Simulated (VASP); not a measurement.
# Fe (P6_3/mmc) in VASP: notebook, part 2 of 2

VASP 6.6.1. Earlier steps stand in the parts before.

### Step 5. Single point, PBE, collinear spin, ferromagnetic start

This run uses another cell than the first one, of 9.86 Å³/atom, 1.064 times its volume.

INCAR

```
  PREC = Accurate
  ENCUT = 520
  EDIFF = 1E-6
  ISMEAR = 0
  SIGMA = 0.012
  LREAL = F
  LASPH = T
  NELM = 150
  ALGO = Fast
  ISIF = 2
  LWAVE = F
  LCHARG = F
  ISPIN = 2
  MAGMOM = 3 3
  LORBIT = 11
  LMAXMIX = 4
  GGA = PE
  NBANDS = 19
```

KPOINTS

```
Automatic mesh
0
Gamma
  12 12 7
```

POSCAR

```
Fe
1.0
    2.4341575853      0.0000000000      0.0000000000
   -1.2170787927      2.1080423057      0.0000000000
    0.0000000000      0.0000000000      3.8419344700
Fe
2
Direct
    0.6666666667      0.3333333333      0.7500000000
    0.3333333333      0.6666666667      0.2500000000
```

Potentials or basis: VASP PAW PBE potentials, release 64 (Fe).

Command:

```bash
$ cat potpaw_PBE.64/Fe/POTCAR > POTCAR
$ mpirun -np 1 vasp_std > vasp.out
```

OUTCAR:

```text
PREC = Accurate
   ENCUT = 520
   EDIFF = 1E-6
   ISMEAR = 0
   LREAL = F
   LASPH = T
   NELM = 150
   ISIF = 2
   ISPIN = 2
   LORBIT = 11
   GGA = PE

 ion  position               nearest neighbor table
   1  0.667  0.333  0.750-   2 2.38   2 2.38   2 2.38   2 2.38   2 2.38   2 2.38
   2  0.333  0.667  0.250-   1 2.38   1 2.38   1 2.38   1 2.38   1 2.38   1 2.38

  LATTYP: Found a hexagonal cell.
 ALAT       =     2.4341575853
 C/A-ratio  =     1.5783425417

  Lattice vectors:

 A1 = (   2.4341575853,   0.0000000000,   0.0000000000)
 A2 = (  -1.2170787927,   2.1080423057,   0.0000000000)
 A3 = (   0.0000000000,   0.0000000000,   3.8419344700)

Analysis of symmetry for initial positions (statically):
=====================================================================
 Subroutine PRICEL returns:
 Original cell was already a primitive cell.

 Routine SETGRP: Setting up the symmetry group for a
 hexagonal supercell.

 Subroutine GETGRP returns: Found 24 space group operations
 (whereof 12 operations were pure point group operations)
 out of a pool of 24 trial point group operations.

The static configuration has the point symmetry D_3d.
 The point group associated with its full space group is D_6h.

Analysis of symmetry for dynamics (positions and initial velocities):
=====================================================================
 Subroutine PRICEL returns:
 Original cell was already a primitive cell.

 Routine SETGRP: Setting up the symmetry group for a
 hexagonal supercell.

 Subroutine GETGRP returns: Found 24 space group operations
 (whereof 12 operations were pure point group operations)
 out of a pool of 24 trial point group operations.

The dynamic configuration has the point symmetry D_3d.
 The point group associated with its full space group is D_6h.

Analysis of structural, dynamic, and magnetic symmetry:
[... 154 lines left out ...]
  ---------------------------------------------------
  ext. energy  EPLUGINS =         0.00000000
  ---------------------------------------------------
  free energy    TOTEN  =       -16.29120966 eV

  energy without entropy =      -16.29100054  energy(sigma->0) =      -16.29110510

 E-fermi :   7.3325     XC(G=0): -13.9865

 val. band max:        7.3271394865   @ k =   0.3333   0.1667   0.2857
 cond. band min:       7.3434327914   @ k =   0.3333   0.2500   0.2857
 fundamental gap:      0.0162933049
 Fermi energy:         7.3324679262

 spin component 1

 k-point     1 :       0.0000    0.0000    0.0000
  band No.  band energies     occupation
      1      -1.8210      1.00000
      2       2.1537      1.00000
      3       5.5421      1.00000
      4       5.5421      1.00000
      5       5.6998      1.00000
      6       6.0346      1.00000
[... 517 lines left out ...]
     18      31.5834      0.00000
     19      33.2717      0.00000

 [... further k-points ...]

 spin component 2

 k-point     1 :       0.0000    0.0000    0.0000
  band No.  band energies     occupation
      1      -1.8141      1.00000
      2       2.1695      1.00000
      3       5.5776      1.00000
      4       5.5776      1.00000
      5       5.7232      1.00000
      6       6.0714      1.00000
[... 517 lines left out ...]
     18      31.5874      0.00000
     19      33.2861      0.00000

 [... further k-points ...]

------------------------ aborting loop because EDIFF is reached ----------------------------------------

  FORCE on cell =-STRESS in cart. coord.  units (eV):
  Direction    XX          YY          ZZ          XY          YZ          ZX
  --------------------------------------------------------------------------------------
  -------------------------------------------------------------------------------------
  Total        1.1144818      1.1144818      1.3662264     -0.0000000      0.0000000     -0.0000000
  in kB       90.5744260     90.5744260    111.0338199     -0.0000000      0.0000000     -0.0000000
  external PRESSURE =      97.3942240 kB  Pullay stress =       0.0000000 kB

 VOLUME and BASIS-vectors are now :
 -----------------------------------------------------------------------------
  energy-cutoff  :      520.00
  volume of cell :       19.71
      direct lattice vectors                 reciprocal lattice vectors
     2.434157585  0.000000000  0.000000000     0.410819746  0.237186891  0.000000000
    -1.217078793  2.108042306  0.000000000     0.000000000  0.474373781  0.000000000
     0.000000000  0.000000000  3.841934470     0.000000000  0.000000000  0.260285543

 POSITION                                       TOTAL-FORCE (eV/Angst)
 -----------------------------------------------------------------------------------
      1.21708      0.70268      2.88145         0.000000     -0.000000      0.000000
     -0.00000      1.40536      0.96048        -0.000000      0.000000      0.000000
 -----------------------------------------------------------------------------------
    total drift:                                0.000000     -0.000000     -0.000000

  FREE ENERGIE OF THE ION-ELECTRON SYSTEM (eV)
  ---------------------------------------------------
  free  energy   TOTEN  =       -16.2912096550 eV

  energy  without entropy=      -16.2910005441  energy(sigma->0) =      -16.29110510

 total charge

# of ion       s       p       d       tot
------------------------------------------
    1        0.553   0.670   6.376   7.599
    2        0.553   0.670   6.376   7.599
--------------------------------------------------
tot          1.106   1.340  12.753  15.199

 magnetization (x)

# of ion       s       p       d       tot
------------------------------------------
    1       -0.000   0.000   0.039   0.039
    2       -0.000   0.000   0.039   0.039
--------------------------------------------------
tot         -0.001   0.001   0.077   0.077
```

OSZICAR:

```text
N       E                     dE             d eps       ncg     rms          rms(c)
DAV:   1     0.788832370888E+02    0.78883E+02   -0.75134E+03  6144   0.117E+03
DAV:   2    -0.138000650037E+02   -0.92683E+02   -0.82330E+02  5833   0.208E+02
DAV:   3    -0.172888605889E+02   -0.34888E+01   -0.33291E+01  6398   0.512E+01
DAV:   4    -0.173152796461E+02   -0.26419E-01   -0.26390E-01  6343   0.419E+00
DAV:   5    -0.173155505332E+02   -0.27089E-03   -0.27088E-03  6550   0.396E-01    0.210E+01
RMM:   6    -0.161630238682E+02    0.11525E+01   -0.50431E+00  6789   0.261E+01    0.296E+00
RMM:   7    -0.162621956579E+02   -0.99172E-01   -0.19388E-01  6833   0.542E+00    0.399E+00
RMM:   8    -0.162679042887E+02   -0.57086E-02   -0.33057E-02  6915   0.122E+00    0.227E+00
RMM:   9    -0.162918646962E+02   -0.23960E-01   -0.19646E-02  6663   0.105E+00    0.719E-01
RMM:  10    -0.162916425968E+02    0.22210E-03   -0.39781E-03  6672   0.523E-01    0.237E-01
RMM:  11    -0.162911383740E+02    0.50422E-03   -0.54631E-04  6758   0.230E-01    0.266E-01
RMM:  12    -0.162911729485E+02   -0.34575E-04   -0.23400E-04  6829   0.124E-01    0.509E-02
RMM:  13    -0.162911988047E+02   -0.25856E-04   -0.42170E-05  7185   0.521E-02    0.309E-02
RMM:  14    -0.162912068457E+02   -0.80409E-05   -0.70430E-06  6640   0.200E-02    0.178E-02
RMM:  15    -0.162912095020E+02   -0.26563E-05   -0.16329E-06  5257   0.978E-03    0.538E-03
RMM:  16    -0.162912096550E+02   -0.15304E-06   -0.46482E-07  3866   0.498E-03
   1 F= -.16291210E+02 E0= -.16291105E+02  d E =-.209111E-03  mag=     0.0789
```

Run time: 2.2 min. Hardware: 1 thread of AMD EPYC 7R13, shared host; peak memory 0.13 GiB.

What came out:

| Quantity | Value |
| --- | --- |
| Free energy | -16.2912 eV |
| Pressure | 9.7 GPa |
| Net moment | 0.08 μB per cell |
| Site moments | Fe +0.04 μB |
| Valence electrons inside the program's atomic spheres | Fe 7.60 |

Stress tensor (GPa, compression positive):
```
 9.06  0.00  0.00
 0.00  9.06  0.00
 0.00  0.00 11.10
```

Caveat: the starting moments collapsed, and a magnetic state may lie lower.

### Step 6. Overview

```csv
cell,gap on the mesh (eV),pressure (GPa),moment (μB)
"a = 2.384, b = 2.384, c = 3.764 Å, angles 90.0, 90.0, 120.0°, 2 atoms",none,11.1,0.17
"a = 2.401, b = 2.401, c = 3.790 Å, angles 90.0, 90.0, 120.0°, 2 atoms",none,3.1,0.18
"a = 2.418, b = 2.418, c = 3.816 Å, angles 90.0, 90.0, 120.0°, 2 atoms",none,-4.1,0.19
```

Alike in all rows: task single point; level SVWN5; potentials or basis VASP PAW PBE potentials, release 64 (Fe); spin collinear, ferromagnetic start; k mesh 12 × 12 × 7; cutoff (eV) 520; smearing fermi-dirac 0.05 eV.

Caveats: the PAW data sets were made with another functional, which shifts forces and pressure a little.

Total energies depend on the potentials used, so only differences within one code and one set of settings carry meaning.
